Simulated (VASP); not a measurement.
# Be2ZnTe4S (Pmm2) in VASP: further runs

The runs below take Be2ZnTe4S through single point, relaxation of cell and atoms, with PBE.

Everything below comes from runs of VASP 6.6.1. Logs are shortened: lines on timing, memory, paths and dates and some standing lists are left out, and cuts for length are marked.

## 1. The cell of the first run

It takes space group Pmm2 (No. 25, orthorhombic). The conventional cell has a = 3.739 Å, b = 3.967 Å, c = 13.720 Å, α = 90.00°, β = 90.00°, γ = 90.00°. Be (site symmetry mm2) has 2 S at 2.16 Å and 2 Te at 2.46 Å within 2.9 Å. Be (site symmetry mm2) has 4 Te at 2.38 to 2.42 Å within 3.1 Å. Zn (site symmetry mm2) has 2 S at 2.40 Å and 2 Te at 2.68 Å within 3.2 Å. Te (site symmetry mm2) has 4 Be at 2.38 to 2.46 Å within 3.1 Å. Te (site symmetry mm2) has 2 Be at 2.42 Å and 2 Te at 3.00 Å within 3.2 Å. Te (site symmetry mm2) has 2 Zn at 2.68 Å and 2 Te at 3.34 Å within 3.5 Å. Within 4.0 Å of Te (site symmetry mm2) lie 8 Te at 3.00 to 3.97 Å. S (site symmetry mm2) has 2 Be at 2.16 Å and 2 Zn at 2.40 Å within 2.9 Å.

## 2. Single point, PBE

Contents of INCAR:

```
SYSTEM = Be2ZnTe4S
PREC = Accurate
ENCUT = 520
EDIFF = 1E-6
ISMEAR = 0
SIGMA = 0.2
LREAL = .FALSE.
LASPH = .TRUE.
NELM = 80
ALGO = Normal
ISIF = 2
LWAVE = .FALSE.
LCHARG = .FALSE.
GGA = PE
NBANDS = 33
```

Contents of KPOINTS:

```
Automatic mesh
0
G
  4 4 2
  0 0 0
```

Contents of POSCAR:

```
Be2ZnTe4S
1.0
    3.7391112875      0.0000000000      0.0000000000
    0.0000000000      3.9671541190      0.0000000000
    0.0000000000      0.0000000000     13.7200834392
Be Zn Te S
2 1 4 1
Direct
    0.5000000000      0.5000000000      0.1879268431
    0.0000000000      0.0000000000      0.4010383077
    0.0000000000      0.0000000000      0.0097207804
    0.5000000000      0.0000000000      0.2938039971
    0.0000000000      0.5000000000      0.5026979810
    0.5000000000      0.0000000000      0.8694289985
    0.5000000000      0.5000000000      0.6739450838
    0.0000000000      0.5000000000      0.1084380084
```

Potentials or basis: VASP PAW PBE potentials, release 64 (Be, Zn, Te, S).

The run is started by

```console
$ cat potpaw_PBE.64/Be/POTCAR potpaw_PBE.64/Zn/POTCAR potpaw_PBE.64/Te/POTCAR potpaw_PBE.64/S/POTCAR > POTCAR
$ mpirun -np 1 vasp_std > vasp.out
```

OUTCAR:

```text
SYSTEM = Be2ZnTe4S
   PREC = Accurate
   ENCUT = 520
   EDIFF = 1E-6
   ISMEAR = 0
   LREAL = .FALSE.
   LASPH = .TRUE.
   NELM = 80
   ISIF = 2
   GGA = PE

 ion  position               nearest neighbor table
   1  0.500  0.500  0.188-   8 2.16   8 2.16   4 2.46   4 2.46
   2  0.000  0.000  0.401-   4 2.38   4 2.38   5 2.42   5 2.42
   3  0.000  0.000  0.010-   8 2.40   8 2.40   6 2.68   6 2.68
   4  0.500  0.000  0.294-   2 2.38   2 2.38   1 2.46   1 2.46
   5  0.000  0.500  0.503-   2 2.42   2 2.42   7 3.00   7 3.00
   6  0.500  0.000  0.869-   3 2.68   3 2.68   7 3.34   7 3.34
   7  0.500  0.500  0.674-   5 3.00   5 3.00   6 3.34   6 3.34
   8  0.000  0.500  0.108-   1 2.16   1 2.16   3 2.40   3 2.40

  LATTYP: Found a simple orthorhombic cell.
 ALAT       =     3.7391112875
 B/A-ratio  =     1.0609885114
 C/A-ratio  =     3.6693434306

  Lattice vectors:

 A1 = (   3.7391112875,   0.0000000000,   0.0000000000)
 A2 = (   0.0000000000,   3.9671541190,   0.0000000000)
 A3 = (   0.0000000000,   0.0000000000,  13.7200834392)

Analysis of symmetry for initial positions (statically):
=====================================================================
 Subroutine PRICEL returns:
 Original cell was already a primitive cell.

 Routine SETGRP: Setting up the symmetry group for a
 simple orthorhombic supercell.

 Subroutine GETGRP returns: Found  4 space group operations
 (whereof  4 operations were pure point group operations)
 out of a pool of  8 trial point group operations.

The static configuration has the point symmetry C_2v.

Analysis of symmetry for dynamics (positions and initial velocities):
=====================================================================
 Subroutine PRICEL returns:
 Original cell was already a primitive cell.

 Routine SETGRP: Setting up the symmetry group for a
 simple orthorhombic supercell.

 Subroutine GETGRP returns: Found  4 space group operations
 (whereof  4 operations were pure point group operations)
 out of a pool of  8 trial point group operations.

The dynamic configuration has the point symmetry C_2v.

 Subroutine INISYM returns: Found  4 space group operations
 (whereof  4 operations are pure point group operations),
 and found     1 'primitive' translations

----------------------------------------------------------------------------------------

                                     Primitive cell

  volume of cell :     203.5187

  direct lattice vectors                    reciprocal lattice vectors
     3.739111288  0.000000000  0.000000000     0.267443230  0.000000000  0.000000000
     0.000000000  3.967154119  0.000000000     0.000000000  0.252069864  0.000000000
     0.000000000  0.000000000 13.720083439     0.000000000  0.000000000  0.072885854

  length of vectors
     3.739111288  3.967154119 13.720083439     0.267443230  0.252069864  0.072885854

  position of ions in fractional coordinates (direct lattice)
     0.500000000  0.500000000  0.187926843
     0.000000000  0.000000000  0.401038308
     0.000000000  0.000000000  0.009720780
     0.500000000  0.000000000  0.293803997
     0.000000000  0.500000000  0.502697981
     0.500000000  0.000000000  0.869428998
     0.500000000  0.500000000  0.673945084
     0.000000000  0.500000000  0.108438008

  ion indices of the primitive-cell ions
   primitive index   ion index
                 1           1
                 2           2
                 3           3
                 4           4
                 5           5
                 6           6
                 7           7
                 8           8

----------------------------------------------------------------------------------------

 KPOINTS: Automatic mesh

Automatic generation of k-mesh.
 Grid dimensions read from file:
 generate k-points for:    4    4    2

 Generating k-lattice:

  Cartesian coordinates                     Fractional coordinates (reciprocal lattice)
     0.066860807  0.000000000  0.000000000     0.250000000  0.000000000  0.000000000
     0.000000000  0.063017466  0.000000000     0.000000000  0.250000000  0.000000000
     0.000000000  0.000000000  0.036442927     0.000000000  0.000000000  0.500000000

  Length of vectors
     0.066860807  0.063017466  0.036442927

  Shift w.r.t. Gamma in fractional coordinates (k-lattice)
     0.000000000  0.000000000  0.000000000

 Subroutine IBZKPT returns following result:
 ===========================================

 Found     18 irreducible k-points:

 Following reciprocal coordinates:
            Coordinates               Weight
  0.000000  0.000000  0.000000      1.000000
  0.250000  0.000000  0.000000      2.000000
  0.500000  0.000000  0.000000      1.000000
  0.000000  0.250000  0.000000      2.000000
  0.250000  0.250000  0.000000      4.000000
  0.500000  0.250000  0.000000      2.000000
[... 10 lines left out ...]
  0.250000  0.500000  0.500000      2.000000
  0.500000  0.500000  0.500000      1.000000
   k-points           NKPTS =     18   k-points in BZ     NKDIM =     18   number of bands    NBANDS=     33
   number of dos      NEDOS =    301   number of ions     NIONS =      8
   total plane-waves  NPLWV =  90720
   dimension x,y,z NGX =    28 NGY =   30 NGZ =  108
   dimension x,y,z NGXF=    56 NGYF=   60 NGZF=  216
   ions per type =               2   1   4   1
   NGX,Y,Z   is equivalent  to a cutoff of  12.45, 12.57, 13.09 a.u.
   NGXF,Y,Z  is equivalent  to a cutoff of  24.90, 25.14, 26.17 a.u.
 SYSTEM =  Be2ZnTe4S
   PREC   = accura    normal or accurate (medium, high low for compatibility)
   ISTART =      0    job   : 0-new  1-cont  2-samecut
   ICHARG =      2    charge: 1-file 2-atom 10-const
   ISPIN  =      1    spin polarized calculation?
   LNONCOLLINEAR =      F non collinear calculations
   LSORBIT =      F    spin-orbit coupling
   LASPH  =      T    aspherical Exc in radial PAW
   ENCUT  =  520.0 eV  38.22 Ry    6.18 a.u.   6.95  7.38 25.51*2*pi/ulx,y,z
   NELM   =     80;   NELMIN=  2; NELMDL= -5     # of ELM steps
   EDIFF  = 0.1E-05   stopping-criterion for ELM
   LREAL  =      F    real-space projection
   EDIFFG = 0.1E-04   stopping-criterion for IOM
   NSW    =      0    number of steps for IOM
   IBRION =     -1    ionic relax: 0-MD 1-quasi-New 2-CG
   NFREE  =      0    steps in history (QN), initial steepest desc. (CG)
   ISIF   =      2    stress and relaxation
   ISYM   =      2    0-nonsym 1-usesym 2-fastsym
   POTIM  = 0.5000    time-step for ionic-motion
   TEBEG  =    0.0;   TEEND  =   0.0 temperature during run
   PSTRESS=    0.0 pullay stress
   NELECT =      46.0000    total number of electrons
   NUPDOWN=      -1.0000    fix difference up-down
   EMIN   =  10.00;   EMAX   =-10.00  energy-range for DOS
   EFERMI =   0.00;   METHOD = LEGACY
   ISMEAR =     0;   SIGMA  =   0.20  broadening in eV -4-tet -1-fermi 0-gaus
   EFERMI_NEDOS =   21; number of points for ismear=-14 and -15
   IALGO  =     38    algorithm
   IMIX   =      4    mixing-type and parameters
     AMIX     =   0.40;   BMIX     =  1.00
     AMIX_MAG =   1.60;   BMIX_MAG =  1.00
  volume/ion in A,a.u.               =      25.44       171.68
  Fermi-wavevector in a.u.,A,eV,Ry     =   0.997224  1.884480 13.530390  0.994456
  Thomas-Fermi vector in A             =   2.129366
   LORBIT       =      0    0 simple, 1 ext, 2 COOP (PROOUT), +10 PAW based schemes
   GGA     = PE    functional components
   LHFCALC =     F    Hartree Fock is set to
   AEXX    =    0.0000 exact exchange contribution
   IVDW    =     0    specifies the selected vdW correction
   LEPSILON=     F    determine dielectric tensor
   LRPA    =     F    only Hartree local field effects (RPA)
 non-spin polarized calculation
 Gauss-broadening in eV      SIGMA  =   0.20
  energy-cutoff  :      520.00
  volume of cell :      203.52
 maximum number of plane-waves:      5512
 NGX is ok and might be reduce to    28
   NGX = 13   NGY = 15   NGZ = 51

 number of electron      46.0000020 magnetization

 Free energy of the ion-electron system (eV)
  ---------------------------------------------------
  ext. energy  EPLUGINS =         0.00000000
  ---------------------------------------------------
  free energy    TOTEN  =       -27.05886423 eV

  energy without entropy =      -26.98813742  energy(sigma->0) =      -27.02350082

 E-fermi :   4.7934     XC(G=0):  -9.0378

 val. band max:        4.7725799510   @ k =   0.2500   0.5000   0.5000
 cond. band min:       4.8081456003   @ k =   0.2500   0.0000   0.5000
 fundamental gap:      0.0355656493
 Fermi energy:         4.7933995862

 k-point     1 :       0.0000    0.0000    0.0000
  band No.  band energies     occupation
      1      -9.1510      2.00000
      2      -8.1089      2.00000
      3      -7.2772      2.00000
      4      -6.6528      2.00000
      5      -5.4150      2.00000
      6      -2.6468      2.00000
[... 25 lines left out ...]
     32       9.2981      0.00000
     33       9.6165      0.00000

 k-point     2 :       0.2500    0.0000    0.0000
  band No.  band energies     occupation
      1      -8.9248      2.00000
      2      -7.6281      2.00000
      3      -6.9388      2.00000
      4      -6.3962      2.00000
      5      -5.3290      2.00000
      6      -2.6321      2.00000
[... 25 lines left out ...]
     32       9.9324      0.00000
     33      10.2498      0.00000
[... 538 lines left out ...]
     32       9.9430      0.00000
     33      10.2782      0.00000

 k-point    18 :       0.5000    0.5000    0.5000
  band No.  band energies     occupation
      1      -8.4014      2.00000
      2      -6.0533      2.00000
      3      -6.0295      2.00000
      4      -5.5834      2.00000
      5      -5.5028      2.00000
      6      -2.5529      2.00000
[... 25 lines left out ...]
     32       9.2087      0.00000
     33      10.2375      0.00000

------------------------ aborting loop because EDIFF is reached ----------------------------------------

  FORCE on cell =-STRESS in cart. coord.  units (eV):
  Direction    XX          YY          ZZ          XY          YZ          ZX
  --------------------------------------------------------------------------------------
  -------------------------------------------------------------------------------------
  Total       -0.1215357      0.2911885      0.4418652      0.0000000      0.0000000      0.0000000
  in kB       -0.9567760      2.2923485      3.4785336      0.0000000      0.0000000      0.0000000
  external PRESSURE =       1.6047021 kB  Pullay stress =       0.0000000 kB

 VOLUME and BASIS-vectors are now :
 -----------------------------------------------------------------------------
  energy-cutoff  :      520.00
  volume of cell :      203.52
      direct lattice vectors                 reciprocal lattice vectors
     3.739111288  0.000000000  0.000000000     0.267443230  0.000000000  0.000000000
     0.000000000  3.967154119  0.000000000     0.000000000  0.252069864  0.000000000
     0.000000000  0.000000000 13.720083439     0.000000000  0.000000000  0.072885854

 POSITION                                       TOTAL-FORCE (eV/Angst)
 -----------------------------------------------------------------------------------
      1.86956      1.98358      2.57837         0.000000      0.000000     -0.009720
      0.00000      0.00000      5.50228         0.000000      0.000000     -0.002912
      0.00000      0.00000      0.13337         0.000000      0.000000     -0.064311
      1.86956      0.00000      4.03102         0.000000      0.000000     -0.010090
      0.00000      1.98358      6.89706         0.000000      0.000000     -0.024021
      1.86956      0.00000     11.92864         0.000000      0.000000      0.046300
      1.86956      1.98358      9.24658         0.000000      0.000000      0.029990
      0.00000      1.98358      1.48778         0.000000      0.000000      0.034764
 -----------------------------------------------------------------------------------
    total drift:                               -0.000000      0.000000     -0.000091

  FREE ENERGIE OF THE ION-ELECTRON SYSTEM (eV)
  ---------------------------------------------------
  free  energy   TOTEN  =       -27.0588642267 eV

  energy  without entropy=      -26.9881374157  energy(sigma->0) =      -27.02350082
```

Wall time 2.3 min (1 thread of Intel Xeon 6975P-C, shared host); peak memory 0.36 GiB.

What came out:

```yaml
Free_energy: -27.0589 eV
Pressure: 0.2 GPa
Largest_force: 0.064 eV/Å
Band_gap_on_the_k_mesh: zero (band 23 reaches 5.51 eV, above the bottom of band 24 at 4.13 eV)
```

Forces on the atoms (eV/Å):
```
Be   0.000  0.000 -0.010
Be   0.000  0.000 -0.003
Zn   0.000  0.000 -0.064
Te   0.000  0.000 -0.010
Te   0.000  0.000 -0.024
Te   0.000  0.000  0.046
Te   0.000  0.000  0.030
S    0.000  0.000  0.035
```

Levels at points of the mesh, in eV from the Fermi level:
| k point | band 19 | band 20 | band 21 | band 22 | band 23 | band 24 | band 25 | band 26 | band 27 | band 28 |
| --- | --- | --- | --- | --- | --- | --- | --- | --- | --- | --- |
| (0.00, 0.00, 0.00) | -1.41 | -0.90 | -0.52 | 0.07 | 0.59 | 1.23 | 1.42 | 1.59 | 2.32 | 2.67 |
| (0.50, 0.00, 0.00) | -1.93 | -1.60 | -1.48 | -0.60 | -0.34 | 0.90 | 1.13 | 1.95 | 3.29 | 3.52 |
| (0.00, 0.50, 0.00) | -2.26 | -1.30 | -1.06 | -0.92 | 0.33 | 1.00 | 1.68 | 2.88 | 3.43 | 4.21 |
| (0.50, 0.50, 0.00) | -3.58 | -3.41 | -3.00 | -2.10 | -0.91 | -0.66 | 0.68 | 1.86 | 2.33 | 3.04 |
| (0.00, 0.00, 0.50) | -0.99 | -0.83 | -0.79 | -0.03 | 0.71 | 0.73 | 1.50 | 1.66 | 2.27 | 2.77 |
| (0.50, 0.00, 0.50) | -1.60 | -1.48 | -1.48 | -0.34 | -0.33 | 0.64 | 1.14 | 1.61 | 3.44 | 3.54 |
| (0.00, 0.50, 0.50) | -1.66 | -1.06 | -0.92 | -0.88 | 0.33 | 0.71 | 1.68 | 2.97 | 3.00 | 4.23 |
| (0.50, 0.50, 0.50) | -3.53 | -3.44 | -3.08 | -2.02 | -0.80 | -0.64 | 0.56 | 1.88 | 2.07 | 2.61 |

Caveat: the k points lie up to 0.42 Å⁻¹ apart; spin-orbit coupling is left out, which moves the levels of the heavy elements.

## 3. Relaxation of cell and atoms, PBE

This run uses another cell than the first one, of 22.70 Å³/atom, 0.892 times its volume.

Contents of INCAR:

```
PREC = Accurate
ENCUT = 600
EDIFF = 1E-7
ISMEAR = 0
SIGMA = 0.2
LREAL = False
LASPH = True
NELM = 60
ALGO = Normal
ISIF = 3
LWAVE = False
LCHARG = False
GGA = PE
IBRION = 2
NSW = 36
EDIFFG = -0.08
```

Contents of KPOINTS:

```
regular mesh
0
Gamma
  4 4 2
```

Contents of POSCAR:

```
Be2ZnTe4S
1.0
    3.9000000000      0.0000000000      0.0000000000
    0.0000000000      3.9000000000      0.0000000000
    0.0000000000      0.0000000000     11.9400000000
Be Zn Te S
2 1 4 1
Direct
    0.5000000000      0.5000000000      0.1700000000
    0.0000000000      0.0000000000      0.4080000000
    0.0000000000      0.0000000000      0.0000000000
    0.5000000000      0.0000000000      0.2890000000
    0.0000000000      0.5000000000      0.5280000000
    0.5000000000      0.0000000000      0.8560000000
    0.5000000000      0.5000000000      0.6920000000
    0.0000000000      0.5000000000      0.1040000000
```

Potentials or basis: VASP PAW PBE potentials, release 64 (Be, Zn, Te, S).

The run is started by

```console
$ cat potpaw_PBE.64/Be/POTCAR potpaw_PBE.64/Zn/POTCAR potpaw_PBE.64/Te/POTCAR potpaw_PBE.64/S/POTCAR > POTCAR
$ mpirun -np 1 vasp_std > vasp.out
```

It took 27 min on 1 thread of Intel Xeon 6975P-C, shared host; peak memory 0.41 GiB.

It converged, with:

```
Free energy                            : -27.0585 eV
Relaxed volume                         : 25.53 Å³/atom
Relaxed cell                           : a = 3.727 Å, b = 3.977 Å, c = 13.783 Å, α = 90.00°, β = 90.00°, γ = 90.00°
Space group after relaxing (to 0.05 Å) : Pmm2 (No. 25)
Energy gained by relaxing              : 240.8 meV/atom
Ionic steps                            : 17
Pressure after relaxing                : 0.0 GPa
Largest force after relaxing           : 0.041 eV/Å
Band gap on the k mesh                 : zero (band 23 reaches 5.44 eV, above the bottom of band 24 at 4.08 eV)
```

Forces in eV/Å, atoms in the order of the input:
```
Be   0.000  0.000 -0.041
Be   0.000  0.000  0.036
Zn   0.000  0.000 -0.021
Te   0.000  0.000 -0.007
Te   0.000  0.000  0.033
Te   0.000  0.000  0.011
Te   0.000  0.000 -0.024
S    0.000  0.000  0.013
```

The path:
| step | energy change (eV) | largest force (eV/Å) | pressure (GPa) | volume (Å³) |
| --- | --- | --- | --- | --- |
| 1 | 0.0000 | 3.3151 | 10.94 | 181.61 |
| 2 | -1.4802 | 0.7476 | -3.38 | 225.20 |
| 3 | -1.5592 | 0.8973 | -1.58 | 215.64 |
| 4 | -1.7408 | 0.5616 | -0.77 | 210.56 |
| 5 | -1.8074 | 0.3450 | 0.19 | 205.84 |
| 6 | -1.8084 | 0.3448 | 0.34 | 205.17 |
| 7 | -1.8340 | 0.2496 | -0.04 | 206.23 |
| 8 | -1.8475 | 0.2995 | -0.51 | 207.67 |
| 9 | -1.8665 | 0.2395 | 0.01 | 205.22 |
| 10 | -1.8707 | 0.2729 | 0.40 | 203.50 |
| 11 | -1.8881 | 0.2891 | 0.13 | 204.16 |
| 12 | -1.8968 | 0.3668 | -0.18 | 205.01 |
| 13 | -1.9128 | 0.3183 | -0.13 | 204.53 |
| 14 | -1.9175 | 0.2818 | -0.05 | 204.14 |
| 15 | -1.9241 | 0.0874 | 0.04 | 203.83 |
| 16 | -1.9249 | 0.0865 | 0.09 | 203.66 |
| 17 | -1.9264 | 0.0410 | -0.05 | 204.27 |

Final structure:
```cif
data_structure
_symmetry_space_group_name_H-M 'P 1'
_symmetry_Int_Tables_number 1
_cell_length_a 3.7268
_cell_length_b 3.9768
_cell_length_c 13.7825
_cell_angle_alpha 90.000
_cell_angle_beta 90.000
_cell_angle_gamma 90.000
_cell_volume 204.27
loop_
_atom_site_label
_atom_site_type_symbol
_atom_site_fract_x
_atom_site_fract_y
_atom_site_fract_z
_atom_site_occupancy
Be1 Be 0.50000 0.50000 0.18849 1
Be2 Be 0.00000 0.00000 0.40055 1
Zn1 Zn 0.00000 0.00000 0.01010 1
Te1 Te 0.50000 0.00000 0.29351 1
Te2 Te 0.00000 0.50000 0.50192 1
Te3 Te 0.50000 0.00000 0.86992 1
Te4 Te 0.50000 0.50000 0.67375 1
S1 S 0.00000 0.50000 0.10876 1
```

Levels at points of the mesh, in eV from the Fermi level:
```
           k point  band 19  band 20  band 21  band 22  band 23  band 24  band 25  band 26  band 27  band 28
(0.00, 0.00, 0.00)    -1.41    -0.82    -0.52     0.10     0.55     1.23     1.46     1.59     2.32     2.68
(0.50, 0.00, 0.00)    -1.95    -1.57    -1.49    -0.61    -0.31     0.85     1.11     1.91     3.28     3.52
(0.00, 0.50, 0.00)    -2.25    -1.34    -1.02    -0.82     0.35     0.99     1.72     2.93     3.40     4.25
(0.50, 0.50, 0.00)    -3.56    -3.41    -2.95    -2.09    -0.91    -0.68     0.65     1.85     2.33     3.02
(0.00, 0.00, 0.50)    -1.02    -0.78    -0.76     0.01     0.69     0.71     1.53     1.66     2.29     2.80
(0.50, 0.00, 0.50)    -1.57    -1.50    -1.49    -0.36    -0.31     0.61     1.11     1.58     3.42     3.55
(0.00, 0.50, 0.50)    -1.67    -1.02    -0.91    -0.82     0.35     0.70     1.72     2.97     3.02     4.27
(0.50, 0.50, 0.50)    -3.52    -3.44    -3.03    -2.02    -0.81    -0.65     0.54     1.90     2.04     2.60
```

Caveat: the k points lie up to 0.42 Å⁻¹ apart in the final cell; spin-orbit coupling is left out, which moves the levels of the heavy elements; the relaxation stopped at a loose force limit of 0.08 eV/Å, so its end isn't a converged minimum.
